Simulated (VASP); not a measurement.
# Yb (Im-3m) in VASP: phonons with PBEsol+D4+U

Aim: the phonons of Yb with PBEsol+D4+U.

Program: VASP 6.6.1. These are calculated values, not measurements. Logs are shortened: lines on timing, memory, paths and dates and some standing lists are left out, and cuts for length are marked.

## 1. The cell of the first run

It takes space group Im-3m (No. 229, cubic). Conventional cell: a = 4.303 Å, b = 4.303 Å, c = 4.303 Å, α = 90.00°, β = 90.00°, γ = 90.00°. Yb (site symmetry m-3m) has 14 Yb at 3.73 to 4.30 Å within 4.9 Å.

This isn't the form of Yb at room conditions, which is fcc.

## 2. Phonons, PBEsol+D4+U, collinear spin, ferromagnetic start

INCAR reads:

```
SYSTEM = Yb
PREC = Accurate
ENCUT = 600
EDIFF = 1E-8
ISMEAR = 0
SIGMA = 0.05
LREAL = .FALSE.
LASPH = .TRUE.
NELM = 200
ALGO = Normal
ISIF = 2
LWAVE = .FALSE.
LCHARG = .FALSE.
ISPIN = 2
MAGMOM = 1
LORBIT = 11
LMAXMIX = 6
LDAU = .TRUE.
LDAUTYPE = 2
LDAUL = 3
LDAUU = 5
LDAUJ = 0
LDAUPRINT = 1
GGA = PS
IVDW = 13
NBANDS = 22
IBRION = 6
NFREE = 2
POTIM = 0.015
NSW = 1
GGA_COMPAT = .FALSE.
```

KPOINTS reads:

```
regular mesh
0
G
  6 6 6
  0 0 0
```

POSCAR reads:

```
Yb
1.0
   -2.1514830000      2.1514830000      2.1514830000
    2.1514830000     -2.1514830000      2.1514830000
    2.1514830000      2.1514830000     -2.1514830000
Yb
1
Direct
    0.0000000000      0.0000000000      0.0000000000
```

Potentials or basis: VASP PAW PBE potentials, release 64 (Yb).

Run with:

```bash
$ cat potpaw_PBE.64/Yb/POTCAR > POTCAR
$ mpirun -np 1 vasp_std > vasp.out
```

OUTCAR:

```text
SYSTEM = Yb
   PREC = Accurate
   ENCUT = 600
   EDIFF = 1E-8
   ISMEAR = 0
   LREAL = .FALSE.
   LASPH = .TRUE.
   NELM = 200
   ISIF = 2
   ISPIN = 2
   LORBIT = 11
   GGA = PS
   IVDW = 13
   IBRION = 6
   NFREE = 2
   POTIM = 0.015
   NSW = 1

 ion  position               nearest neighbor table
   1  0.000  0.000  0.000-

  LATTYP: Found a body centered cubic cell.
 ALAT       =     4.3029660000

  Lattice vectors:

 A1 = (  -2.1514830000,   2.1514830000,   2.1514830000)
 A2 = (   2.1514830000,  -2.1514830000,   2.1514830000)
 A3 = (   2.1514830000,   2.1514830000,  -2.1514830000)

Analysis of symmetry for initial positions (statically):
=====================================================================
 Subroutine PRICEL returns:
 Original cell was already a primitive cell.

 Routine SETGRP: Setting up the symmetry group for a
 body centered cubic supercell.

 Subroutine GETGRP returns: Found 48 space group operations
 (whereof 48 operations were pure point group operations)
 out of a pool of 48 trial point group operations.

The static configuration has the point symmetry O_h .

Analysis of symmetry for dynamics (positions and initial velocities):
=====================================================================
 Subroutine PRICEL returns:
 Original cell was already a primitive cell.

 Routine SETGRP: Setting up the symmetry group for a
 body centered cubic supercell.

 Subroutine GETGRP returns: Found 48 space group operations
 (whereof 48 operations were pure point group operations)
 out of a pool of 48 trial point group operations.

The dynamic configuration has the point symmetry O_h .

Analysis of structural, dynamic, and magnetic symmetry:
=====================================================================
 Subroutine PRICEL returns:
 Original cell was already a primitive cell.

 Routine SETGRP: Setting up the symmetry group for a
 body centered cubic supercell.

 Subroutine GETGRP returns: Found 48 space group operations
 (whereof 48 operations were pure point group operations)
 out of a pool of 48 trial point group operations.

The overall configuration has the point symmetry O_h .

 Subroutine INISYM returns: Found 48 space group operations
 (whereof 48 operations are pure point group operations),
 and found     1 'primitive' translations

----------------------------------------------------------------------------------------

                                     Primitive cell

  volume of cell :      39.8358

  direct lattice vectors                    reciprocal lattice vectors
    -2.151483000  2.151483000  2.151483000     0.000000000  0.232397839  0.232397839
     2.151483000 -2.151483000  2.151483000     0.232397839  0.000000000  0.232397839
     2.151483000  2.151483000 -2.151483000     0.232397839  0.232397839  0.000000000

  length of vectors
     3.726477868  3.726477868  3.726477868     0.328660176  0.328660176  0.328660176

  position of ions in fractional coordinates (direct lattice)
     0.000000000  0.000000000  0.000000000
[... 200 lines left out ...]

 number of electron      24.0000004 magnetization       0.0000002

atom =   1  type =  1  l = 3

 onsite density matrix

spin component  1

  0.9861  0.0000  0.0016 -0.0000  0.0000 -0.0000 -0.0000
  0.0000  0.9877  0.0000 -0.0000  0.0000 -0.0000 -0.0000
  0.0016  0.0000  0.9853  0.0000 -0.0000 -0.0000 -0.0000
 -0.0000 -0.0000  0.0000  0.9874 -0.0000  0.0000  0.0000
  0.0000  0.0000 -0.0000 -0.0000  0.9853 -0.0000 -0.0016
 -0.0000 -0.0000 -0.0000  0.0000 -0.0000  0.9841 -0.0000
 -0.0000 -0.0000 -0.0000  0.0000 -0.0016 -0.0000  0.9861

spin component  2

  0.9861  0.0000  0.0016 -0.0000  0.0000 -0.0000 -0.0000
  0.0000  0.9877  0.0000 -0.0000  0.0000 -0.0000 -0.0000
  0.0016  0.0000  0.9853  0.0000 -0.0000 -0.0000 -0.0000
 -0.0000 -0.0000  0.0000  0.9874 -0.0000  0.0000  0.0000
  0.0000  0.0000 -0.0000 -0.0000  0.9853 -0.0000 -0.0016
 -0.0000 -0.0000 -0.0000  0.0000 -0.0000  0.9841 -0.0000
 -0.0000 -0.0000 -0.0000  0.0000 -0.0016 -0.0000  0.9861

 occupancies and eigenvectors

  o =  0.9841  v =  0.0001  0.0000 -0.0001 -0.0000  0.1024  0.9916  0.0793  0.0000  0.0000  0.0000  0.0000  0.0000  0.0000  0.0000      0.0000  0.0000  0.0000  0.0000  0.0000  0.0000  0.0000  0.0000  0.0000  0.0000  0.0000  0.0000  0.0000  0.0000
  o =  0.9841  v = -0.0011 -0.0000  0.0014  0.0000 -0.7839  0.1295 -0.6072  0.0000  0.0000  0.0000  0.0000  0.0000  0.0000  0.0000      0.0000  0.0000  0.0000  0.0000  0.0000  0.0000  0.0000  0.0000  0.0000  0.0000  0.0000  0.0000  0.0000  0.0000
  o =  0.9841  v =  0.6124  0.0000 -0.7906  0.0000 -0.0014  0.0001 -0.0011  0.0000  0.0000  0.0000  0.0000  0.0000  0.0000  0.0000      0.0000  0.0000  0.0000  0.0000  0.0000  0.0000  0.0000  0.0000  0.0000  0.0000  0.0000  0.0000  0.0000  0.0000
  o =  0.9841  v =  0.0000  0.0000  0.0000  0.0000  0.0000  0.0000  0.0000  0.0000  0.0000 -0.0000  0.0000 -0.0258  0.9995 -0.0200      0.0000  0.0000  0.0000  0.0000  0.0000  0.0000  0.0000  0.0000  0.0000  0.0000  0.0000  0.0000  0.0000  0.0000
  o =  0.9841  v =  0.0000  0.0000  0.0000  0.0000  0.0000  0.0000  0.0000  0.6123  0.0000 -0.7905  0.0000 -0.0095 -0.0004 -0.0073      0.0000  0.0000  0.0000  0.0000  0.0000  0.0000  0.0000  0.0000  0.0000  0.0000  0.0000  0.0000  0.0000  0.0000
  o =  0.9841  v =  0.0000  0.0000  0.0000  0.0000  0.0000  0.0000  0.0000  0.0073  0.0000 -0.0095  0.0000  0.7901  0.0327  0.6120      0.0000  0.0000  0.0000  0.0000  0.0000  0.0000  0.0000  0.0000  0.0000  0.0000  0.0000  0.0000  0.0000  0.0000
  o =  0.9874  v =  0.0000  0.0000  0.0000  0.0000  0.0000  0.0000  0.0000 -0.0000 -0.0000 -0.0000  0.9848  0.1063 -0.0000 -0.1372      0.0000  0.0000  0.0000  0.0000  0.0000  0.0000  0.0000  0.0000  0.0000  0.0000  0.0000  0.0000  0.0000  0.0000
  o =  0.9874  v =  0.0000  0.0000  0.0000  0.0000  0.0000  0.0000  0.0000 -0.0048 -0.0000 -0.0038 -0.1736  0.6031  0.0000 -0.7786      0.0000  0.0000  0.0000  0.0000  0.0000  0.0000  0.0000  0.0000  0.0000  0.0000  0.0000  0.0000  0.0000  0.0000
  o =  0.9874  v =  0.0000  0.0000  0.0000  0.0000  0.0000  0.0000  0.0000  0.7906 -0.0000  0.6124 -0.0010  0.0037  0.0000 -0.0048      0.0000  0.0000  0.0000  0.0000  0.0000  0.0000  0.0000  0.0000  0.0000  0.0000  0.0000  0.0000  0.0000  0.0000
  o =  0.9874  v =  0.0001  0.0000  0.0000  0.9999  0.0077  0.0000 -0.0099  0.0000  0.0000  0.0000  0.0000  0.0000  0.0000  0.0000      0.0000  0.0000  0.0000  0.0000  0.0000  0.0000  0.0000  0.0000  0.0000  0.0000  0.0000  0.0000  0.0000  0.0000
  o =  0.9874  v = -0.0050  0.0000 -0.0039 -0.0126  0.6123  0.0000 -0.7905  0.0000  0.0000  0.0000  0.0000  0.0000  0.0000  0.0000      0.0000  0.0000  0.0000  0.0000  0.0000  0.0000  0.0000  0.0000  0.0000  0.0000  0.0000  0.0000  0.0000  0.0000
  o =  0.9874  v =  0.7906 -0.0000  0.6124 -0.0001  0.0039 -0.0000 -0.0050  0.0000  0.0000  0.0000  0.0000  0.0000  0.0000  0.0000      0.0000  0.0000  0.0000  0.0000  0.0000  0.0000  0.0000  0.0000  0.0000  0.0000  0.0000  0.0000  0.0000  0.0000
  o =  0.9877  v =  0.0000  0.0000  0.0000  0.0000  0.0000  0.0000  0.0000  0.0000  1.0000  0.0000  0.0000  0.0000 -0.0000 -0.0000      0.0000  0.0000  0.0000  0.0000  0.0000  0.0000  0.0000  0.0000  0.0000  0.0000  0.0000  0.0000  0.0000  0.0000
  o =  0.9877  v = -0.0000 -1.0000 -0.0000  0.0000 -0.0000  0.0000  0.0000  0.0000  0.0000  0.0000  0.0000  0.0000  0.0000  0.0000      0.0000  0.0000  0.0000  0.0000  0.0000  0.0000  0.0000  0.0000  0.0000  0.0000  0.0000  0.0000  0.0000  0.0000

 number of electron      24.0000004 magnetization      -0.0000002

 Free energy of the ion-electron system (eV)
  ---------------------------------------------------
  ext. energy  EPLUGINS =         0.00000000
  ---------------------------------------------------
  free energy    TOTEN  =        -3.17145685 eV

  energy without entropy =       -3.16961455  energy(sigma->0) =       -3.17053570

 E-fermi :   1.1093     XC(G=0):  -9.0452

 val. band max:        1.0980412942   @ k =   0.5000   0.5000   0.3333
 cond. band min:       1.2506742157   @ k =   0.3333   0.3333   0.0000
 fundamental gap:      0.1526329216
 Fermi energy:         1.1093447144

 spin component 1

 k-point     1 :       0.0000    0.0000    0.0000
  band No.  band energies     occupation
      1     -49.7820      1.00000
      2     -22.1888      1.00000
      3     -22.1888      1.00000
      4     -22.1888      1.00000
      5      -3.7439      1.00000
      6      -0.1890      1.00000
[... 389 lines left out ...]
     21      15.8212      0.00000
     22      15.8212      0.00000
 Fermi energy:         1.1093447144

 spin component 2

 k-point     1 :       0.0000    0.0000    0.0000
  band No.  band energies     occupation
      1     -49.7820      1.00000
      2     -22.1888      1.00000
      3     -22.1888      1.00000
      4     -22.1888      1.00000
      5      -3.7439      1.00000
      6      -0.1890      1.00000
[... 421 lines left out ...]
  FREE ENERGIE OF THE ION-ELECTRON SYSTEM (eV)
  ---------------------------------------------------
  free  energy   TOTEN  =        -3.2733060446 eV

  energy  without entropy=       -3.2714637497  energy(sigma->0) =       -3.27238490

 INTERNAL STRAIN TENSORS FROM DISPLACED ATOMS
 ============================================

 INTERNAL STRAIN TENSOR FOR ION    1 for displacements in x,y,z  (eV/Angst):
          X           Y           Z          XY          YZ          ZX
  --------------------------------------------------------------------------------
  x     0.00000     0.00000     0.00000     0.00000     0.00000     0.00000
  y     0.00000     0.00000     0.00000     0.00000     0.00000     0.00000
  z     0.00000     0.00000     0.00000     0.00000     0.00000     0.00000

 Eigenvectors and eigenvalues of the dynamical matrix
 ----------------------------------------------------

   1 f  =    0.000000 THz     0.000000 2PiTHz    0.000000 cm-1     0.000000 meV
             X         Y         Z           dx          dy          dz
      0.000000  0.000000  0.000000    -0.388057   -0.921635    0.000000

   2 f  =    0.000000 THz     0.000000 2PiTHz    0.000000 cm-1     0.000000 meV
             X         Y         Z           dx          dy          dz
      0.000000  0.000000  0.000000     0.921635   -0.388057    0.000000

   3 f  =    0.000000 THz     0.000000 2PiTHz    0.000000 cm-1     0.000000 meV
             X         Y         Z           dx          dy          dz
      0.000000  0.000000  0.000000     0.000000    0.000000    1.000000

 ELASTIC MODULI CONTR FROM IONIC RELAXATION (kBar)
 Direction    XX          YY          ZZ          XY          YZ          ZX
 --------------------------------------------------------------------------------
 XX           0.0000      0.0000      0.0000      0.0000      0.0000      0.0000
 YY           0.0000      0.0000      0.0000      0.0000      0.0000      0.0000
 ZZ           0.0000      0.0000      0.0000      0.0000      0.0000      0.0000
 XY           0.0000      0.0000      0.0000      0.0000      0.0000      0.0000
 YZ           0.0000      0.0000      0.0000      0.0000      0.0000      0.0000
 ZX           0.0000      0.0000      0.0000      0.0000      0.0000      0.0000
 --------------------------------------------------------------------------------

 total charge

# of ion       s       p       d       f       tot
--------------------------------------------------
    1        2.205   5.994   0.197  13.798  22.193

 magnetization (x)

# of ion       s       p       d       f       tot
--------------------------------------------------
    1        0.000   0.000  -0.000   0.000   0.000
```

Wall time 7.5 min (1 thread of Intel Xeon Platinum 8375C at 2.90GHz (Ice Lake), shared host); peak memory 0.22 GiB.

What came out:

```
Net moment                                            : 0.00 μB per cell
Valence electrons inside the program's atomic spheres : Yb 22.19
Dispersion energy per atom                            : -0.102 eV
```

Eigenvalues of the final occupation matrices:
```
    site  spin  trace                         eigenvalues
site 1 f     1   6.90  0.98 0.98 0.98 0.99 0.99 0.99 0.99
site 1 f     2   6.90  0.98 0.98 0.98 0.99 0.99 0.99 0.99
```

Caveat: spin-orbit coupling is left out, which moves the levels of the heavy elements. The state reached can hang on the start; a lower one may exist.
